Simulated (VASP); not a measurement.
# NaCl in VASP: a series of runs, part 3 of 3

VASP 6.6.1. The steps go on from the part before.

### 4 Single point, r2SCAN (shear xy strain +2.3%)

Input file POSCAR:

```
NaCl
1.0
    0.0326518274      2.8027319622      2.8027319622
    2.8027319622      0.0326518274      2.8027319622
    2.8353837895      2.8353837895     -0.0000000001
Na Cl
1 1
Direct
    0.0000000000      0.0000000000      0.0000000000
    0.5000000000      0.5000000000      0.5000000000
```

Input file INCAR.step1:

```
PREC = Accurate
ENCUT = 520
ISMEAR = 0
SIGMA = 0.01
LREAL = F
LASPH = T
NELM = 100
NBANDS = 14
GGA = PE
ALGO = Normal
EDIFF = 1E-4
LWAVE = T
LCHARG = F
```

Input file INCAR.step2:

```
PREC = Accurate
ENCUT = 520
EDIFF = 1E-6
ISMEAR = 0
SIGMA = 0.01
LREAL = F
LASPH = T
NELM = 100
ALGO = Normal
ISIF = 2
LWAVE = F
LCHARG = T
METAGGA = R2SCAN
LMIXTAU = T
LELF = T
LVHAR = T
NBANDS = 14
ISTART = 1
```

Input file KPOINTS:

```
regular mesh
0
Gamma
  8 8 8
```

Potentials or basis: VASP PAW PBE potentials, release 64 (Na_pv, Cl).

On the command line:

```
> cat potpaw_PBE.64/Na_pv/POTCAR potpaw_PBE.64/Cl/POTCAR > POTCAR
> cp INCAR.step1 INCAR
> mpirun -np 1 vasp_std > vasp.out
> cp INCAR.step2 INCAR
> mpirun -np 1 vasp_std > vasp.out
```

OUTCAR:

```text
PREC = Accurate
   ENCUT = 520
   EDIFF = 1E-6
   ISMEAR = 0
   LREAL = F
   LASPH = T
   NELM = 100
   ISIF = 2
   METAGGA = R2SCAN
   ISTART = 1

 ion  position               nearest neighbor table
   1  0.000  0.000  0.000-
   2  0.500  0.500  0.500-

  LATTYP: Found a body centered orthorhombic cell.
 ALAT       =     3.9174848955
 B/A-ratio  =     1.0235746446
 C/A-ratio  =     1.4308833535

  Lattice vectors:

 A1 = (   2.8027319621,   0.0326518273,  -2.8027319623)
 A2 = (  -2.8027319622,  -0.0326518274,  -2.8027319622)
 A3 = (   0.0326518274,   2.8027319622,   2.8027319622)

Analysis of symmetry for initial positions (statically):
=====================================================================
 Subroutine PRICEL returns:
 Original cell was already a primitive cell.

 Routine SETGRP: Setting up the symmetry group for a
 body centered orthorhombic supercell.

 Subroutine GETGRP returns: Found  8 space group operations
 (whereof  8 operations were pure point group operations)
 out of a pool of  8 trial point group operations.

The static configuration has the point symmetry D_2h.

Analysis of symmetry for dynamics (positions and initial velocities):
=====================================================================
 Subroutine PRICEL returns:
 Original cell was already a primitive cell.

 Routine SETGRP: Setting up the symmetry group for a
 body centered orthorhombic supercell.

 Subroutine GETGRP returns: Found  8 space group operations
 (whereof  8 operations were pure point group operations)
 out of a pool of  8 trial point group operations.

The dynamic configuration has the point symmetry D_2h.

 Subroutine INISYM returns: Found  8 space group operations
 (whereof  8 operations are pure point group operations),
 and found     1 'primitive' translations

----------------------------------------------------------------------------------------

                                     Primitive cell

  volume of cell :      44.0267

  direct lattice vectors                    reciprocal lattice vectors
     0.032651827  2.802731962  2.802731962    -0.180500193  0.180500193  0.178397366
     2.802731962  0.032651827  2.802731962     0.180500193 -0.180500193  0.178397366
     2.835383789  2.835383789 -0.000000000     0.176342971  0.176342971 -0.178397366

  length of vectors
     3.963796040  3.963796040  4.009838210     0.311426171  0.311426171  0.306625679

  position of ions in fractional coordinates (direct lattice)
     0.000000000  0.000000000  0.000000000
     0.500000000  0.500000000  0.500000000

  ion indices of the primitive-cell ions
   primitive index   ion index
                 1           1
                 2           2

----------------------------------------------------------------------------------------

 KPOINTS: regular mesh

Automatic generation of k-mesh.
 Grid dimensions read from file:
 generate k-points for:    8    8    8

 Generating k-lattice:

[... 23 lines left out ...]
  0.125000  0.125000  0.000000      2.000000
[... 16 lines left out ...]
  0.125000  0.000000  0.125000      4.000000
  0.250000  0.000000  0.125000      8.000000
 [... further k-points ...]
   k-points           NKPTS =     95   k-points in BZ     NKDIM =     95   number of bands    NBANDS=     14
   number of dos      NEDOS =    301   number of ions     NIONS =      2
   total plane-waves  NPLWV =  27000
   dimension x,y,z NGX =    30 NGY =   30 NGZ =   30
   dimension x,y,z NGXF=    60 NGYF=   60 NGZF=   60
   ions per type =               1   1
   NGX,Y,Z   is equivalent  to a cutoff of  12.58, 12.58, 12.44 a.u.
   NGXF,Y,Z  is equivalent  to a cutoff of  25.16, 25.16, 24.88 a.u.
 SYSTEM =  unknown system
   PREC   = accura    normal or accurate (medium, high low for compatibility)
   ISTART =      1    job   : 0-new  1-cont  2-samecut
   ICHARG =      0    charge: 1-file 2-atom 10-const
   ISPIN  =      1    spin polarized calculation?
   LNONCOLLINEAR =      F non collinear calculations
   LSORBIT =      F    spin-orbit coupling
   LASPH  =      T    aspherical Exc in radial PAW
   ENCUT  =  520.0 eV  38.22 Ry    6.18 a.u.   7.37  7.37  7.46*2*pi/ulx,y,z
   NELM   =    100;   NELMIN=  2; NELMDL=  0     # of ELM steps
   EDIFF  = 0.1E-05   stopping-criterion for ELM
   LREAL  =      F    real-space projection
   EDIFFG = 0.1E-04   stopping-criterion for IOM
   NSW    =      0    number of steps for IOM
   IBRION =     -1    ionic relax: 0-MD 1-quasi-New 2-CG
   NFREE  =      0    steps in history (QN), initial steepest desc. (CG)
   ISIF   =      2    stress and relaxation
   ISYM   =      2    0-nonsym 1-usesym 2-fastsym
   POTIM  = 0.5000    time-step for ionic-motion
   TEBEG  =    0.0;   TEEND  =   0.0 temperature during run
   PSTRESS=    0.0 pullay stress
   NELECT =      14.0000    total number of electrons
   NUPDOWN=      -1.0000    fix difference up-down
   EMIN   =  10.00;   EMAX   =-10.00  energy-range for DOS
   EFERMI =   0.00;   METHOD = LEGACY
   ISMEAR =     0;   SIGMA  =   0.01  broadening in eV -4-tet -1-fermi 0-gaus
   EFERMI_NEDOS =   21; number of points for ismear=-14 and -15
   IALGO  =     38    algorithm
   IMIX   =      4    mixing-type and parameters
     AMIX     =   0.40;   BMIX     =  1.00
     AMIX_MAG =   1.60;   BMIX_MAG =  1.00
  volume/ion in A,a.u.               =      22.01       148.55
  Fermi-wavevector in a.u.,A,eV,Ry     =   1.117409  2.111597 16.988281  1.248603
  Thomas-Fermi vector in A             =   2.254032
   LORBIT       =      0    0 simple, 1 ext, 2 COOP (PROOUT), +10 PAW based schemes
   METAGGA = R2SCAN    functional components
   LHFCALC =     F    Hartree Fock is set to
   AEXX    =    0.0000 exact exchange contribution
   IVDW    =     0    specifies the selected vdW correction
   LEPSILON=     F    determine dielectric tensor
   LRPA    =     F    only Hartree local field effects (RPA)
 non-spin polarized calculation
 Gauss-broadening in eV      SIGMA  =   0.01
  energy-cutoff  :      520.00
  volume of cell :       44.03
 maximum number of plane-waves:      1219
 NGX is ok and might be reduce to    30
   NGX = 15   NGY = 15   NGZ = 15

 number of electron      14.0000001 magnetization

 Free energy of the ion-electron system (eV)
  ---------------------------------------------------
  ext. energy  EPLUGINS =         0.00000000
  ---------------------------------------------------
  free energy    TOTEN  =       -13.78890539 eV

  energy without entropy =      -13.78890539  energy(sigma->0) =      -13.78890539

 E-fermi :  -0.8802     XC(G=0):  -8.7313

 val. band max:       -1.0090979630   @ k =   0.0000   0.0000   0.0000
 cond. band min:       4.9403371460   @ k =   0.0000   0.0000   0.0000
 fundamental gap:      5.9494351090
 Fermi energy:        -0.8802298940

 k-point     1 :       0.0000    0.0000    0.0000
  band No.  band energies     occupation
      1     -22.5439      2.00000
      2     -22.5427      2.00000
      3     -22.5415      2.00000
      4     -14.3209      2.00000
      5      -1.0998      2.00000
      6      -1.0567      2.00000
      7      -1.0091      2.00000
      8       4.9403      0.00000
      9      10.5578      0.00000
     10      10.7255      0.00000
     11      10.8904      0.00000
     12      12.9946      0.00000
     13      13.0006      0.00000
     14      14.6251      0.00000
[... 377 lines left out ...]
      1     -22.5561      2.00000
      2     -22.5453      2.00000
      3     -22.5432      2.00000
      4     -14.1550      2.00000
      5      -1.9802      2.00000
      6      -1.2907      2.00000
      7      -1.2616      2.00000
      8       6.4481      0.00000
      9       9.3185      0.00000
     10      11.0013      0.00000
     11      11.4835      0.00000
     12      12.1135      0.00000
     13      13.5373      0.00000
     14      16.8581      0.00000

 [... further k-points ...]

------------------------ aborting loop because EDIFF is reached ----------------------------------------

  FORCE on cell =-STRESS in cart. coord.  units (eV):
  Direction    XX          YY          ZZ          XY          YZ          ZX
  --------------------------------------------------------------------------------------
  -------------------------------------------------------------------------------------
  Total       -0.0388131     -0.0388131     -0.0431769     -0.1013236      0.0000000      0.0000000
  in kB       -1.4124495     -1.4124495     -1.5712531     -3.6872751      0.0000000      0.0000000
  external PRESSURE =      -1.4653840 kB  Pullay stress =       0.0000000 kB

 VOLUME and BASIS-vectors are now :
 -----------------------------------------------------------------------------
  energy-cutoff  :      520.00
  volume of cell :       44.03
      direct lattice vectors                 reciprocal lattice vectors
     0.032651827  2.802731962  2.802731962    -0.180500193  0.180500193  0.178397366
     2.802731962  0.032651827  2.802731962     0.180500193 -0.180500193  0.178397366
     2.835383789  2.835383789 -0.000000000     0.176342971  0.176342971 -0.178397366

 POSITION                                       TOTAL-FORCE (eV/Angst)
 -----------------------------------------------------------------------------------
      0.00000      0.00000      0.00000         0.000000     -0.000000     -0.000000
      2.83538      2.83538      2.80273        -0.000000      0.000000      0.000000
 -----------------------------------------------------------------------------------
    total drift:                               -0.000000      0.000000      0.000000

  FREE ENERGIE OF THE ION-ELECTRON SYSTEM (eV)
  ---------------------------------------------------
  free  energy   TOTEN  =       -13.7889053880 eV

  energy  without entropy=      -13.7889053880  energy(sigma->0) =      -13.78890539
```

OUTCAR.step1:

```text
PREC = Accurate
   ENCUT = 520
   ISMEAR = 0
   LREAL = F
   LASPH = T
[... 631 lines left out ...]
 -----------------------------------------------------------------------------------
      0.00000      0.00000      0.00000         0.000000      0.000000      0.000000
      2.83538      2.83538      2.80273         0.000000      0.000000     -0.000000
 -----------------------------------------------------------------------------------
    total drift:                               -0.000000      0.000000      0.000000

  FREE ENERGIE OF THE ION-ELECTRON SYSTEM (eV)
  ---------------------------------------------------
  free  energy   TOTEN  =        -6.7684578061 eV

  energy  without entropy=       -6.7684578061  energy(sigma->0) =       -6.76845781
```

It took 6 min on 1 thread of Intel Xeon 8259CL, shared host; peak memory 0.2 GiB.

Results:

* Free energy: -13.7889 eV
* Pressure: -0.1 GPa
* Band gap on the k mesh: 5.95 eV

Levels at points of the mesh, in eV from the valence-band top:
```tsv
k point	band 3	band 4	band 5	band 6	band 7	band 8	band 9	band 10	band 11	band 12
(0.00, 0.00, 0.00)	-21.53	-13.31	-0.09	-0.05	0.00	5.95	11.57	11.73	11.90	14.00
(0.50, 0.00, 0.00)	-21.53	-12.94	-2.02	-0.38	-0.34	7.90	11.63	11.77	11.81	16.00
(0.50, 0.50, 0.00)	-21.54	-12.90	-1.78	-0.74	-0.60	8.37	8.63	12.30	15.91	16.08
(0.00, 0.00, 0.50)	-21.53	-12.96	-2.04	-0.33	-0.29	7.97	11.63	11.76	11.91	16.13
(0.50, 0.00, 0.50)	-21.54	-12.90	-1.78	-0.67	-0.67	8.45	8.55	12.29	16.04	16.05
```

Caveat: the cell differs from its parent crystal (shear xy strain +2.3%); the PAW data sets were made with another functional, which shifts forces and pressure a little.

### 5 Single point, HSE06

This run uses another cell than the first one, of 22.02 Å³/atom.

Input file POSCAR:

```
NaCl
1.0
    0.0000000000      2.8027319622      2.8027319622
    2.8027319622      0.0000000000      2.8027319622
    2.8027319622      2.8027319622      0.0000000000
Na Cl
1 1
Direct
    0.0000000000      0.0000000000      0.0000000000
    0.5000000000      0.5000000000      0.5000000000
```

Input file INCAR.step1:

```
SYSTEM = NaCl
ALGO = Normal
EDIFF = 1E-5
ENCUT = 400
GGA = PE
GGA_COMPAT = .False.
ISIF = 2
ISMEAR = 0
LASPH = .True.
LCHARG = .False.
LREAL = .False.
LWAVE = .True.
NBANDS = 14
NELM = 120
PREC = Accurate
SIGMA = 0.01
```

Input file INCAR.step2:

```
SYSTEM = NaCl
ALGO = Normal
EDIFF = 1E-6
ENCUT = 400
GGA = PE
GGA_COMPAT = .False.
HFSCREEN = 0.2079
ISIF = 2
ISMEAR = 0
ISTART = 1
LASPH = .True.
LCHARG = .False.
LHFCALC = .True.
LREAL = .False.
LWAVE = .False.
NBANDS = 14
NELM = 120
PREC = Accurate
PRECFOCK = Normal
SIGMA = 0.01
```

Input file KPOINTS:

```
k-points
0
Gamma
  6 6 6
  0 0 0
```

On the command line:

```
> cat potpaw_PBE.64/Na_pv/POTCAR potpaw_PBE.64/Cl/POTCAR > POTCAR
> cp INCAR.step1 INCAR
> mpirun -np 1 vasp_std > vasp.out
> cp INCAR.step2 INCAR
> mpirun -np 1 vasp_std > vasp.out
```

Wall time 19 min (1 thread of Intel Xeon 8259CL, shared host); peak memory 0.26 GiB.

It converged, with:

| Property | Result |
| --- | --- |
| Free energy | -7.8758 eV |
| Pressure | 0.5 GPa |
| Band gap on the k mesh | 6.55 eV |

Levels at points of the mesh, in eV from the valence-band top:
```tsv
k point	band 3	band 4	band 5	band 6	band 7	band 8	band 9	band 10	band 11	band 12
(0.00, 0.00, 0.00)	-22.84	-13.90	0.00	0.00	0.00	6.55	12.64	12.64	12.64	14.99
(0.50, 0.00, 0.00)	-22.85	-13.51	-2.10	-0.29	-0.29	8.66	12.40	12.54	12.54	16.69
(0.50, 0.50, 0.00)	-22.85	-13.46	-1.83	-0.66	-0.66	9.04	9.39	13.03	16.65	16.65
```

Caveat: the PAW data sets were made with another functional, which shifts forces and pressure a little.

### 6 Single point, HSE06 (strain +2.7%)

Input file POSCAR:

```
NaCl
1.0
    0.0000000000      2.8781254520      2.8781254520
    2.8781254520      0.0000000000      2.8781254520
    2.8781254520      2.8781254520      0.0000000000
Na Cl
1 1
Direct
    0.0000000000      0.0000000000      0.0000000000
    0.5000000000      0.5000000000      0.5000000000
```

Input file INCAR.step1:

```
SYSTEM = NaCl
PREC = Accurate
ENCUT = 400
EDIFF = 1E-5
ISMEAR = 0
SIGMA = 0.01
LREAL = .False.
LASPH = .True.
NELM = 120
ALGO = Normal
ISIF = 2
LWAVE = .True.
LCHARG = .False.
GGA = PE
NBANDS = 14
GGA_COMPAT = .False.
```

Input file INCAR.step2:

```
SYSTEM = NaCl
PREC = Accurate
ENCUT = 400
EDIFF = 1E-6
ISMEAR = 0
SIGMA = 0.01
LREAL = .False.
LASPH = .True.
NELM = 120
ALGO = Normal
ISIF = 2
LWAVE = .False.
LCHARG = .False.
GGA = PE
LHFCALC = .True.
HFSCREEN = 0.2079
PRECFOCK = Normal
ISTART = 1
NBANDS = 14
GGA_COMPAT = .False.
```

Input file KPOINTS:

```
regular mesh
0
Gamma
  6 6 6
  0 0 0
```

Potentials or basis: VASP PAW PBE potentials, release 64 (Na_pv, Cl).

On the command line:

```
> cat potpaw_PBE.64/Na_pv/POTCAR potpaw_PBE.64/Cl/POTCAR > POTCAR
> cp INCAR.step1 INCAR
> mpirun -np 1 vasp_std > vasp.out
> cp INCAR.step2 INCAR
> mpirun -np 1 vasp_std > vasp.out
```

OUTCAR:

```text
SYSTEM = NaCl
   PREC = Accurate
   ENCUT = 400
   EDIFF = 1E-6
   ISMEAR = 0
   LREAL = .False.
   LASPH = .True.
   NELM = 120
   ISIF = 2
   GGA = PE
   LHFCALC = .True.
   HFSCREEN = 0.2079
   PRECFOCK = Normal
   ISTART = 1

 ion  position               nearest neighbor table
   1  0.000  0.000  0.000-
   2  0.500  0.500  0.500-

  LATTYP: Found a face centered cubic cell.
 ALAT       =     5.7562509040

  Lattice vectors:

 A1 = (   0.0000000000,   2.8781254520,   2.8781254520)
 A2 = (   2.8781254520,   0.0000000000,   2.8781254520)
 A3 = (   2.8781254520,   2.8781254520,   0.0000000000)

Analysis of symmetry for initial positions (statically):
=====================================================================
 Subroutine PRICEL returns:
 Original cell was already a primitive cell.

 Routine SETGRP: Setting up the symmetry group for a
 face centered cubic supercell.

 Subroutine GETGRP returns: Found 48 space group operations
 (whereof 48 operations were pure point group operations)
 out of a pool of 48 trial point group operations.
[... 173 lines left out ...]
      2     -25.0695      2.00000
      3     -25.0695      2.00000
      4     -15.7714      2.00000
      5      -2.0588      2.00000
      6      -2.0588      2.00000
      7      -2.0588      2.00000
      8       4.1673      0.00000
      9      10.4658      0.00000
     10      10.4658      0.00000
     11      10.4658      0.00000
     12      12.7137      0.00000
     13      12.7137      0.00000
     14      13.9262      0.00000
[... 241 lines left out ...]
      1     -25.0814      2.00000
      2     -25.0772      2.00000
      3     -25.0760      2.00000
      4     -15.4083      2.00000
      5      -3.4453      2.00000
      6      -2.9363      2.00000
      7      -2.7407      2.00000
      8       7.5680      0.00000
      9       8.1386      0.00000
     10       9.6328      0.00000
     11      11.2421      0.00000
     12      14.2968      0.00000
     13      15.5376      0.00000
     14      15.6102      0.00000

------------------------ aborting loop because EDIFF is reached ----------------------------------------

  FORCE on cell =-STRESS in cart. coord.  units (eV):
  Direction    XX          YY          ZZ          XY          YZ          ZX
  --------------------------------------------------------------------------------------
  -------------------------------------------------------------------------------------
  Total       -0.3983343     -0.3983343     -0.3983343      0.0000000      0.0000000      0.0000000
  in kB      -13.3844061    -13.3844061    -13.3844061      0.0000000      0.0000000      0.0000000
  external PRESSURE =     -13.3844061 kB  Pullay stress =       0.0000000 kB

 VOLUME and BASIS-vectors are now :
 -----------------------------------------------------------------------------
  energy-cutoff  :      400.00
  volume of cell :       47.68
      direct lattice vectors                 reciprocal lattice vectors
     0.000000000  2.878125452  2.878125452    -0.173724186  0.173724186  0.173724186
     2.878125452  0.000000000  2.878125452     0.173724186 -0.173724186  0.173724186
     2.878125452  2.878125452  0.000000000     0.173724186  0.173724186 -0.173724186

 POSITION                                       TOTAL-FORCE (eV/Angst)
 -----------------------------------------------------------------------------------
      0.00000      0.00000      0.00000         0.000000     -0.000000      0.000000
      2.87813      2.87813      2.87813        -0.000000      0.000000     -0.000000
 -----------------------------------------------------------------------------------
    total drift:                                0.000000      0.000000      0.000000

  FREE ENERGIE OF THE ION-ELECTRON SYSTEM (eV)
  ---------------------------------------------------
  free  energy   TOTEN  =        -7.8693858195 eV

  energy  without entropy=       -7.8693858195  energy(sigma->0) =       -7.86938582
```

It took 17 min on 1 thread of Intel Xeon 8259CL, shared host; peak memory 0.26 GiB.

Results:

| Quantity | Value |
| --- | --- |
| Free energy | -7.8694 eV |
| Pressure | -1.3 GPa |
| Band gap on the k mesh | 6.23 eV |

Caveat: the cell differs from its parent crystal (strain +2.7%); the PAW data sets were made with another functional, which shifts forces and pressure a little.

### 7 Summary

| level | cell | k mesh | cutoff (eV) | smearing | grid for exact exchange (PRECFOCK) | share of exact exchange | screening parameter | gap on the mesh (eV) | pressure (GPa) |
| --- | --- | --- | --- | --- | --- | --- | --- | --- | --- |
| r2SCAN | a = 3.964, b = 3.903, c = 3.903 Å, angles 61.0, 59.5, 59.5°, 2 atoms | 8 × 8 × 8 | 520 | gaussian 0.01 eV | - | - | - | 6.13 | 0.8 |
| PBE | a = 3.964, b = 3.964, c = 4.010 Å, angles 59.6, 59.6, 59.2°, 2 atoms | 8 × 8 × 8 | 520 | fermi-dirac 0.02 eV | - | - | - | 5.13 | 1.2 |
| r2SCAN | a = 3.964, b = 3.964, c = 4.010 Å, angles 59.6, 59.6, 59.2°, 2 atoms | 8 × 8 × 8 | 520 | gaussian 0.01 eV | - | - | - | 5.95 | -0.1 |
| HSE06 | a = 3.964 Å, angles 60.0°, 2 atoms | 6 × 6 × 6 | 400 | gaussian 0.01 eV | Normal | 0.25 | 0.2079 1/Å | 6.55 | 0.5 |
| HSE06 | a = 4.070 Å, angles 60.0°, 2 atoms | 6 × 6 × 6 | 400 | gaussian 0.01 eV | Normal | 0.25 | 0.2079 1/Å | 6.23 | -1.3 |

Alike in all rows: task single point; potentials or basis VASP PAW PBE potentials, release 64 (Na_pv, Cl); no spin polarisation.

Caveats: the PAW data sets were made with another functional, which shifts forces and pressure a little (at least some runs).

Total energies depend on the potentials used, so only differences within one code and one set of settings carry meaning.
